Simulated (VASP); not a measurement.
Wanted: the native input for a VASP 6.6.1 run.

| Quantity | Value |
| --- | --- |
| Task | single point |
| Functional | PBE |
| Potentials or basis | VASP PAW PBE potentials, release 64 (Si) |
| Cutoff | 520 eV |
| k mesh | 10 × 10 × 10 |
| Occupations | gaussian, width 0.05 eV |
| Spin | no spin polarisation |
| Dipole correction | no |
| Further INCAR settings | ALGO = Normal; EDIFF = 1e-06; NBANDS = 16 |

The structure of Si lies in POSCAR:

```
Si
1.0
   -3.2897119779      3.2897119779      1.8981800000
    3.2897119779     -3.2897119779      1.8981800000
    3.2897119779      3.2897119779     -1.8981800000
Si
4
Direct
    0.1543670534      0.1543670534      0.3572210152
    0.7971460381      0.7971460381      0.6427789848
    0.2028539619      0.8456329466      0.0000000000
    0.8456329466      0.2028539619      0.0000000000
```

This cell differs from its parent crystal: atoms displaced along a vibrational mode, the cell strained.

One way to write it, as run:

INCAR

```
SYSTEM = Si
ALGO     = Normal         ! electronic algorithm
EDIFF    = 1E-6           ! SCF threshold, eV
ENCUT    = 520            ! plane-wave cutoff, eV
GGA      = PE             ! functional
ISIF     = 2              ! what is computed and relaxed
ISMEAR   = 0              ! smearing method
LASPH    = .True.         ! aspherical terms in the spheres
LCHARG   = .True.         ! write CHGCAR
LELF     = .True.         ! ELF
LREAL    = .False.        ! projectors in reciprocal space
LVHAR    = .True.       
LWAVE    = .False.        ! write WAVECAR
NBANDS   = 16             ! bands
NELM     = 80             ! most SCF steps
PREC     = Accurate       ! precision mode
SIGMA    = 0.05           ! smearing width, eV
```

KPOINTS

```
k-points
0
Gamma
  10 10 10
  0 0 0
```

Potentials or basis: VASP PAW PBE potentials, release 64 (Si).

Run with:

```bash
$ cat potpaw_PBE.64/Si/POTCAR > POTCAR
$ mpirun -np 1 vasp_std > vasp.out
```

It gave:

```
Pressure               : 4.2 GPa
Largest force          : 0.178 eV/Å
Band gap on the k mesh : 0.19 eV (least direct gap 0.58 eV)
```

Caveat: the cell differs from its parent crystal (atoms displaced along a vibrational mode, the cell strained); the cell stands under pressure.

It took 2.6 min on 1 thread of Intel Xeon 8259CL, on a shared host, peak memory 0.29 GiB.
